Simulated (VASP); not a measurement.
# MgS (F-43m) in VASP: a series of runs

Aim: see how the results for MgS move with the level of theory and the settings. Levels: PBE, r2SCANh+D3(BJ), HF. Tasks: single point, relaxation of cell and atoms.

All numbers are computed with VASP 6.6.1; they aren't measurements. Logs are shortened: lines on timing, memory, paths and dates and some standing lists are left out, and cuts for length are marked.

### 1 The cell of the first run

It takes space group F-43m (No. 216, cubic). Conventional cell: a = 5.666 Å, b = 5.666 Å, c = 5.666 Å, α = 90.00°, β = 90.00°, γ = 90.00°. Within 3.2 Å of S (site symmetry -43m) lie 4 Mg at 2.45 Å. Mg (site symmetry -43m) has 4 S at 2.45 Å within 3.2 Å.

### 2 Single point, PBE

INCAR reads:

```
SYSTEM = MgS
  PREC = Accurate
  ENCUT = 600
  EDIFF = 1E-6
  ISMEAR = 0
  SIGMA = 0.02
  LREAL = .FALSE.
  LASPH = .TRUE.
  NELM = 120
  ALGO = Normal
  ISIF = 2
  LWAVE = .FALSE.
  LCHARG = .FALSE.
  GGA = PE
  NBANDS = 11
  GGA_COMPAT = .FALSE.
```

KPOINTS reads:

```
regular mesh
0
G
  8 8 8
  0 0 0
```

POSCAR reads:

```
MgS
1.0
    4.0066367900      0.0000000000      0.0000000000
    2.0033183950      3.4698492439      0.0000000000
    2.0033183950      1.1566164146      3.2714052401
S Mg
1 1
Direct
    0.2500000000      0.2500000000      0.2500000000
    0.0000000000      0.0000000000      0.0000000000
```

Potentials or basis: VASP PAW PBE potentials, release 64 (S, Mg).

Started as:

```sh
$ cat potpaw_PBE.64/S/POTCAR potpaw_PBE.64/Mg/POTCAR > POTCAR
$ mpirun -np 1 vasp_std > vasp.out
```

OUTCAR:

```text
SYSTEM = MgS
   PREC = Accurate
   ENCUT = 600
   EDIFF = 1E-6
   ISMEAR = 0
   LREAL = .FALSE.
   LASPH = .TRUE.
   NELM = 120
   ISIF = 2
   GGA = PE

 ion  position               nearest neighbor table
   1  0.250  0.250  0.250-   2 2.45   2 2.45   2 2.45   2 2.45
   2  0.000  0.000  0.000-   1 2.45   1 2.45   1 2.45   1 2.45

  LATTYP: Found a face centered cubic cell.
 ALAT       =     5.6662400879

  Lattice vectors:

 A1 = (   4.0066367900,   0.0000000000,   0.0000000000)
 A2 = (   2.0033183950,   3.4698492439,   0.0000000000)
 A3 = (   2.0033183950,   1.1566164146,   3.2714052401)

Analysis of symmetry for initial positions (statically):
=====================================================================
 Subroutine PRICEL returns:
 Original cell was already a primitive cell.

 Routine SETGRP: Setting up the symmetry group for a
 face centered cubic supercell.

 Subroutine GETGRP returns: Found 24 space group operations
 (whereof 24 operations were pure point group operations)
 out of a pool of 48 trial point group operations.

The static configuration has the point symmetry T_d .

Analysis of symmetry for dynamics (positions and initial velocities):
=====================================================================
 Subroutine PRICEL returns:
 Original cell was already a primitive cell.

 Routine SETGRP: Setting up the symmetry group for a
 face centered cubic supercell.

 Subroutine GETGRP returns: Found 24 space group operations
 (whereof 24 operations were pure point group operations)
 out of a pool of 48 trial point group operations.

The dynamic configuration has the point symmetry T_d .

 Subroutine INISYM returns: Found 24 space group operations
 (whereof 24 operations are pure point group operations),
 and found     1 'primitive' translations

----------------------------------------------------------------------------------------

                                     Primitive cell

  volume of cell :      45.4805

  direct lattice vectors                    reciprocal lattice vectors
     4.006636790  0.000000000  0.000000000     0.249585888 -0.144098479 -0.101893012
     2.003318395  3.469849244  0.000000000     0.000000000  0.288196959 -0.101893012
     2.003318395  1.156616415  3.271405240     0.000000000  0.000000000  0.305679036

  length of vectors
     4.006636790  4.006636790  4.006636790     0.305679036  0.305679036  0.305679036

  position of ions in fractional coordinates (direct lattice)
     0.250000000  0.250000000  0.250000000
     0.000000000  0.000000000  0.000000000

  ion indices of the primitive-cell ions
   primitive index   ion index
                 1           1
                 2           2

----------------------------------------------------------------------------------------

 KPOINTS: regular mesh

Automatic generation of k-mesh.
 Grid dimensions read from file:
 generate k-points for:    8    8    8

 Generating k-lattice:

  Cartesian coordinates                     Fractional coordinates (reciprocal lattice)
     0.031198236 -0.018012310 -0.012736626     0.125000000 -0.000000000 -0.000000000
     0.000000000  0.036024620 -0.012736626     0.000000000  0.125000000  0.000000000
     0.000000000  0.000000000  0.038209879     0.000000000  0.000000000  0.125000000

  Length of vectors
     0.038209879  0.038209879  0.038209879

  Shift w.r.t. Gamma in fractional coordinates (k-lattice)
     0.000000000  0.000000000  0.000000000

 Subroutine IBZKPT returns following result:
 ===========================================

 Found     29 irreducible k-points:

 Following reciprocal coordinates:
            Coordinates               Weight
  0.000000  0.000000  0.000000      1.000000
  0.125000  0.000000  0.000000      8.000000
  0.250000  0.000000  0.000000      8.000000
  0.375000 -0.000000 -0.000000      8.000000
  0.500000  0.000000  0.000000      4.000000
  0.125000  0.125000  0.000000      6.000000
[... 16 lines left out ...]
  0.500000  0.250000  0.125000     48.000000
 -0.375000  0.250000  0.125000     24.000000
 [... further k-points ...]
   k-points           NKPTS =     29   k-points in BZ     NKDIM =     29   number of bands    NBANDS=     11
   number of dos      NEDOS =    301   number of ions     NIONS =      2
   total plane-waves  NPLWV =  32768
   dimension x,y,z NGX =    32 NGY =   32 NGZ =   32
   dimension x,y,z NGXF=    64 NGYF=   64 NGZF=   64
   ions per type =               1   1
   NGX,Y,Z   is equivalent  to a cutoff of  13.28, 13.28, 13.28 a.u.
   NGXF,Y,Z  is equivalent  to a cutoff of  26.56, 26.56, 26.56 a.u.
 SYSTEM =  MgS
   PREC   = accura    normal or accurate (medium, high low for compatibility)
   ISTART =      0    job   : 0-new  1-cont  2-samecut
   ICHARG =      2    charge: 1-file 2-atom 10-const
   ISPIN  =      1    spin polarized calculation?
   LNONCOLLINEAR =      F non collinear calculations
   LSORBIT =      F    spin-orbit coupling
   LASPH  =      T    aspherical Exc in radial PAW
   ENCUT  =  600.0 eV  44.10 Ry    6.64 a.u.   8.00  8.00  8.00*2*pi/ulx,y,z
   NELM   =    120;   NELMIN=  2; NELMDL= -5     # of ELM steps
   EDIFF  = 0.1E-05   stopping-criterion for ELM
   LREAL  =      F    real-space projection
   EDIFFG = 0.1E-04   stopping-criterion for IOM
   NSW    =      0    number of steps for IOM
   IBRION =     -1    ionic relax: 0-MD 1-quasi-New 2-CG
   NFREE  =      0    steps in history (QN), initial steepest desc. (CG)
   ISIF   =      2    stress and relaxation
   ISYM   =      2    0-nonsym 1-usesym 2-fastsym
   POTIM  = 0.5000    time-step for ionic-motion
   TEBEG  =    0.0;   TEEND  =   0.0 temperature during run
   PSTRESS=    0.0 pullay stress
   NELECT =       8.0000    total number of electrons
   NUPDOWN=      -1.0000    fix difference up-down
   EMIN   =  10.00;   EMAX   =-10.00  energy-range for DOS
   EFERMI =   0.00;   METHOD = LEGACY
   ISMEAR =     0;   SIGMA  =   0.02  broadening in eV -4-tet -1-fermi 0-gaus
   EFERMI_NEDOS =   21; number of points for ismear=-14 and -15
   IALGO  =     38    algorithm
   IMIX   =      4    mixing-type and parameters
     AMIX     =   0.40;   BMIX     =  1.00
     AMIX_MAG =   1.60;   BMIX_MAG =  1.00
  volume/ion in A,a.u.               =      22.74       153.46
  Fermi-wavevector in a.u.,A,eV,Ry     =   0.917269  1.733386 11.447692  0.841382
  Thomas-Fermi vector in A             =   2.042218
   LORBIT       =      0    0 simple, 1 ext, 2 COOP (PROOUT), +10 PAW based schemes
   GGA     = PE    functional components
   LHFCALC =     F    Hartree Fock is set to
   AEXX    =    0.0000 exact exchange contribution
   IVDW    =     0    specifies the selected vdW correction
   LEPSILON=     F    determine dielectric tensor
   LRPA    =     F    only Hartree local field effects (RPA)
 non-spin polarized calculation
 Gauss-broadening in eV      SIGMA  =   0.02
  energy-cutoff  :      600.00
  volume of cell :       45.48
 maximum number of plane-waves:      1540
   NGX = 17   NGY = 17   NGZ = 17

 number of electron       8.0000000 magnetization

 Free energy of the ion-electron system (eV)
  ---------------------------------------------------
  ext. energy  EPLUGINS =         0.00000000
  ---------------------------------------------------
  free energy    TOTEN  =        -8.47164513 eV

  energy without entropy =       -8.47164513  energy(sigma->0) =       -8.47164513

 E-fermi :   1.1940     XC(G=0):  -8.3810

 val. band max:        1.0481751177   @ k =   0.0000   0.0000   0.0000
 cond. band min:       4.4947375456   @ k =   0.0000   0.0000   0.0000
 fundamental gap:      3.4465624279
 Fermi energy:         1.1940055572

 k-point     1 :       0.0000    0.0000    0.0000
  band No.  band energies     occupation
      1     -10.2111      2.00000
      2       1.0482      2.00000
      3       1.0482      2.00000
      4       1.0482      2.00000
      5       4.4947      0.00000
      6       8.9922      0.00000
      7       8.9922      0.00000
      8       8.9922      0.00000
      9      11.8745      0.00000
     10      11.8745      0.00000
     11      14.7524      0.00000

 k-point     2 :       0.1250    0.0000    0.0000
  band No.  band energies     occupation
      1     -10.1242      2.00000
      2       0.3700      2.00000
      3       0.9952      2.00000
      4       0.9952      2.00000
      5       5.1536      0.00000
      6       8.8017      0.00000
      7       9.1691      0.00000
      8       9.1691      0.00000
      9      11.4182      0.00000
     10      11.4182      0.00000
     11      14.1585      0.00000

 k-point     3 :       0.2500    0.0000    0.0000
  band No.  band energies     occupation
      1      -9.8993      2.00000
      2      -0.7972      2.00000
      3       0.8754      2.00000
      4       0.8754      2.00000
      5       6.0086      0.00000
      6       8.8311      0.00000
      7       9.2067      0.00000
      8       9.2067      0.00000
      9      11.4697      0.00000
     10      11.4697      0.00000
     11      13.2935      0.00000

 k-point     4 :       0.3750   -0.0000   -0.0000
  band No.  band energies     occupation
      1      -9.6480      2.00000
      2      -1.7196      2.00000
      3       0.7656      2.00000
      4       0.7656      2.00000
      5       6.1859      0.00000
      6       8.8530      0.00000
      7       8.8530      0.00000
      8       9.3973      0.00000
      9      12.7633      0.00000
     10      12.7633      0.00000
     11      13.2870      0.00000
[... 239 lines left out ...]
 k-point    22 :       0.3750    0.2500    0.1250
  band No.  band energies     occupation
      1      -9.7254      2.00000
      2      -1.0030      2.00000
      3       0.2093      2.00000
      4       0.6733      2.00000
      5       6.7523      0.00000
      6       7.9701      0.00000
      7       8.6536      0.00000
      8      10.2510      0.00000
      9      10.7678      0.00000
     10      13.4175      0.00000
     11      15.4652      0.00000

 k-point    23 :       0.5000    0.2500    0.1250
  band No.  band energies     occupation
      1      -9.5169      2.00000
      2      -1.5026      2.00000
      3      -0.1381      2.00000
      4       0.4986      2.00000
      5       7.0295      0.00000
      6       7.8137      0.00000
      7       8.9448      0.00000
      8      10.0981      0.00000
      9      11.9010      0.00000
     10      14.5275      0.00000
     11      15.0742      0.00000

 k-point    24 :      -0.3750    0.2500    0.1250
  band No.  band energies     occupation
      1      -9.4243      2.00000
      2      -1.7181      2.00000
      3      -0.2419      2.00000
      4       0.4048      2.00000
      5       7.1062      0.00000
      6       7.5351      0.00000
      7       9.7723      0.00000
      8       9.9087      0.00000
      9      12.4335      0.00000
     10      13.8759      0.00000
     11      15.2086      0.00000

 [... further k-points ...]

------------------------ aborting loop because EDIFF is reached ----------------------------------------

  FORCE on cell =-STRESS in cart. coord.  units (eV):
  Direction    XX          YY          ZZ          XY          YZ          ZX
  --------------------------------------------------------------------------------------
  -------------------------------------------------------------------------------------
  Total        0.2307344      0.2307344      0.2307344      0.0000000     -0.0000000      0.0000000
  in kB        8.1282667      8.1282667      8.1282667      0.0000000     -0.0000000      0.0000000
  external PRESSURE =       8.1282667 kB  Pullay stress =       0.0000000 kB

 VOLUME and BASIS-vectors are now :
 -----------------------------------------------------------------------------
  energy-cutoff  :      600.00
  volume of cell :       45.48
      direct lattice vectors                 reciprocal lattice vectors
     4.006636790  0.000000000  0.000000000     0.249585888 -0.144098479 -0.101893012
     2.003318395  3.469849244  0.000000000     0.000000000  0.288196959 -0.101893012
     2.003318395  1.156616415  3.271405240     0.000000000  0.000000000  0.305679036

 POSITION                                       TOTAL-FORCE (eV/Angst)
 -----------------------------------------------------------------------------------
      2.00332      1.15662      0.81785         0.000000     -0.000000     -0.000000
      0.00000      0.00000      0.00000        -0.000000      0.000000      0.000000
 -----------------------------------------------------------------------------------
    total drift:                                0.000000      0.000000      0.000000

  FREE ENERGIE OF THE ION-ELECTRON SYSTEM (eV)
  ---------------------------------------------------
  free  energy   TOTEN  =        -8.4716451281 eV

  energy  without entropy=       -8.4716451281  energy(sigma->0) =       -8.47164513
```

It took 27 s on 1 thread of Intel Xeon 8259CL, shared host; peak memory 0.18 GiB.

What came out:

| Item | Value |
| --- | --- |
| Free energy | -8.4716 eV |
| Pressure | 0.8 GPa |
| Band gap on the k mesh | 3.45 eV |

A k mesh can miss the band edges.

### 3 Single point, r2SCANh+D3(BJ)

POSCAR reads:

```
MgS
1.0
    0.0000000000      2.8331200450      2.8331200450
    2.8331200450      0.0000000000      2.8331200450
    2.8331200450      2.8331200450      0.0000000000
S Mg
1 1
Direct
    0.7500000000      0.7500000000      0.7500000000
    0.0000000000      0.0000000000      0.0000000000
```

INCAR.step1 reads:

```
SYSTEM = MgS
PREC     = Accurate       ! precision mode
ENCUT    = 580            ! plane-wave cutoff, eV
EDIFF    = 1E-5           ! SCF threshold, eV
ISMEAR   = 0              ! smearing method
SIGMA    = 0.01           ! smearing width, eV
LREAL    = .False.        ! projectors in reciprocal space
LASPH    = .True.         ! aspherical terms in the spheres
NELM     = 120            ! most SCF steps
ALGO     = Normal         ! electronic algorithm
ISIF     = 2              ! what is computed and relaxed
LWAVE    = .True.         ! write WAVECAR
LCHARG   = .False.        ! write CHGCAR
NBANDS   = 11             ! bands
GGA      = PE             ! functional
GGA_COMPAT= .False.
```

INCAR.step2 reads:

```
SYSTEM = MgS
PREC     = Accurate       ! precision mode
ENCUT    = 580            ! plane-wave cutoff, eV
EDIFF    = 1E-6           ! SCF threshold, eV
ISMEAR   = 0              ! smearing method
SIGMA    = 0.01           ! smearing width, eV
LREAL    = .False.        ! projectors in reciprocal space
LASPH    = .True.         ! aspherical terms in the spheres
NELM     = 120            ! most SCF steps
ALGO     = Normal         ! electronic algorithm
ISIF     = 2              ! what is computed and relaxed
LWAVE    = .False.        ! write WAVECAR
LCHARG   = .False.        ! write CHGCAR
METAGGA  = R2SCAN         ! meta-GGA
LHFCALC  = .True.         ! exact exchange
AEXX     = 0.1            ! exact-exchange fraction
LMIXTAU  = .True.       
PRECFOCK = Normal       
IVDW     = 12             ! dispersion correction
VDW_S6   = 1.0          
VDW_S8   = 1.1236       
VDW_A1   = 0.4709       
VDW_A2   = 5.9157       
NBANDS   = 11             ! bands
ISTART   = 1            
GGA_COMPAT= .False.
```

KPOINTS reads:

```
regular mesh
0
Gamma
  4 4 4
  0 0 0
```

Potentials or basis: VASP PAW PBE potentials, release 64 (S, Mg).

Started as:

```sh
$ cat potpaw_PBE.64/S/POTCAR potpaw_PBE.64/Mg/POTCAR > POTCAR
$ cp INCAR.step1 INCAR
$ mpirun -np 1 vasp_std > vasp.out
$ cp INCAR.step2 INCAR
$ mpirun -np 1 vasp_std > vasp.out
```

Run time: 73 s. Hardware: 1 thread of Intel Xeon Platinum 8488C (Sapphire Rapids), shared host; peak memory 0.19 GiB.

The run converged. Its results:

* Free energy: -15.8004 eV
* Pressure: -1.6 GPa
* Band gap on the k mesh: 4.71 eV
* Dispersion energy per atom: -0.147 eV

Levels at points of the mesh, in eV from the valence-band top:
```csv
k point,band 2,band 3,band 4,band 5,band 6,band 7
"(0.00, 0.00, 0.00)",0.00,0.00,0.00,4.71,9.29,9.29
"(0.50, 0.00, 0.00)",-3.26,-0.34,-0.34,6.41,8.89,8.89
"(0.50, 0.50, 0.00)",-2.92,-1.09,-1.09,4.92,6.90,12.85
```

Caveat: the k points lie up to 0.48 Å⁻¹ apart; the PAW data sets were made with another functional, which shifts forces and pressure a little. A k mesh can miss the band edges.

### 4 Relaxation of cell and atoms, HF

POSCAR reads:

```
MgS
1.0
    0.0000000000      2.8331200468      2.8331200468
    2.8331200468      0.0000000000      2.8331200468
    2.8331200468      2.8331200468      0.0000000000
S Mg
1 1
Direct
    0.2500000000      0.2500000000      0.2500000000
    0.0000000000      0.0000000000      0.0000000000
```

INCAR.step1 reads:

```
PREC = Accurate
ENCUT = 600
EDIFF = 1E-5
ISMEAR = -1
SIGMA = 0.05
LREAL = False
LASPH = True
NELM = 60
ALGO = Normal
LWAVE = True
LCHARG = False
GGA = PE
NBANDS = 11
```

INCAR.step2 reads:

```
PREC = Accurate
ENCUT = 600
EDIFF = 1E-6
ISMEAR = -1
SIGMA = 0.05
LREAL = False
LASPH = True
NELM = 60
ALGO = Normal
ISIF = 3
LWAVE = False
LCHARG = False
GGA = PE
LHFCALC = True
AEXX = 1.0
ALDAC = 0.0
AGGAC = 0.0
PRECFOCK = Normal
IBRION = 2
NSW = 60
EDIFFG = -0.01
ISTART = 1
```

KPOINTS reads:

```
regular mesh
0
Gamma
  4 4 4
```

Started as:

```sh
$ cat potpaw_PBE.64/S/POTCAR potpaw_PBE.64/Mg/POTCAR > POTCAR
$ cp INCAR.step1 INCAR
$ mpirun -np 1 vasp_std > vasp.out
$ cp INCAR.step2 INCAR
$ mpirun -np 1 vasp_std > vasp.out
```

It took 9.6 min on 1 thread of Intel Xeon Platinum 8375C at 2.90GHz (Ice Lake), shared host; peak memory 0.2 GiB.

The run converged. Its results:

```yaml
Free_energy: -14.6414 eV
Relaxed_volume: 23.42 Å³/atom
Relaxed_cell: a = 4.046 Å, b = 4.046 Å, c = 4.046 Å, α = 60.00°, β = 60.00°, γ = 60.00°
Space_group_after_relaxing_to_0.1_Å: F-43m (No. 216)
Energy_gained_by_relaxing: 3.9 meV/atom
Ionic_steps: 3
Pressure_after_relaxing: 0.0 GPa
Band_gap_on_the_k_mesh: 10.88 eV
```

Step by step:
| step | energy change (eV) | largest force (eV/Å) | pressure (GPa) | volume (Å³) |
| --- | --- | --- | --- | --- |
| 1 | 0.0000 | 0.0000 | 1.87 | 45.48 |
| 2 | -0.0070 | 0.0000 | -0.52 | 47.25 |
| 3 | -0.0077 | 0.0000 | -0.02 | 46.83 |

Final structure:
```cif
data_structure
_symmetry_space_group_name_H-M 'P 1'
_symmetry_Int_Tables_number 1
_cell_length_a 4.0459
_cell_length_b 4.0459
_cell_length_c 4.0459
_cell_angle_alpha 60.000
_cell_angle_beta 60.000
_cell_angle_gamma 60.000
_cell_volume 46.83
loop_
_atom_site_label
_atom_site_type_symbol
_atom_site_fract_x
_atom_site_fract_y
_atom_site_fract_z
_atom_site_occupancy
S1 S 0.25000 0.25000 0.25000 1
Mg1 Mg 0.00000 0.00000 0.00000 1
```

Levels at points of the mesh, in eV from the valence-band top:
```tsv
k point	band 1	band 2	band 3	band 4	band 5	band 6	band 7	band 8
(0.00, 0.00, 0.00)	-15.70	0.00	0.00	0.00	10.88	16.06	16.06	16.06
(0.50, 0.00, 0.00)	-14.82	-3.98	-0.44	-0.44	12.75	15.60	15.60	16.62
(0.50, 0.50, 0.00)	-14.53	-3.60	-1.35	-1.35	11.10	13.29	19.97	21.06
```

Caveat: the k points lie up to 0.48 Å⁻¹ apart in the final cell; the PAW data sets were made with another functional, which shifts forces and pressure a little. A k mesh can miss the band edges.

### 5 Overview

```csv
task,level,cell,k mesh,cutoff (eV),smearing,grid for exact exchange (PRECFOCK),share of exact exchange,gap on the mesh (eV),pressure (GPa)
single point,PBE,"a = 4.007 Å, angles 60.0°, 2 atoms",8 × 8 × 8,600,gaussian 0.02 eV,-,-,3.45,0.8
single point,r2SCANh+D3(BJ),"a = 4.007 Å, angles 60.0°, 2 atoms",4 × 4 × 4,580,gaussian 0.01 eV,Normal,0.1,4.71,-1.6
relaxation of cell and atoms,HF,"relaxed from a = 4.007 Å, angles 60.0°, 2 atoms",4 × 4 × 4,600,fermi-dirac 0.05 eV,Normal,1,10.88,0.0
```

Alike in all rows: potentials or basis VASP PAW PBE potentials, release 64 (S, Mg); no spin polarisation.

Caveats: some runs use coarse meshes; the PAW data sets were made with another functional, which shifts forces and pressure a little (at least some runs).

Absolute energies hang on the potentials; compare differences alone.
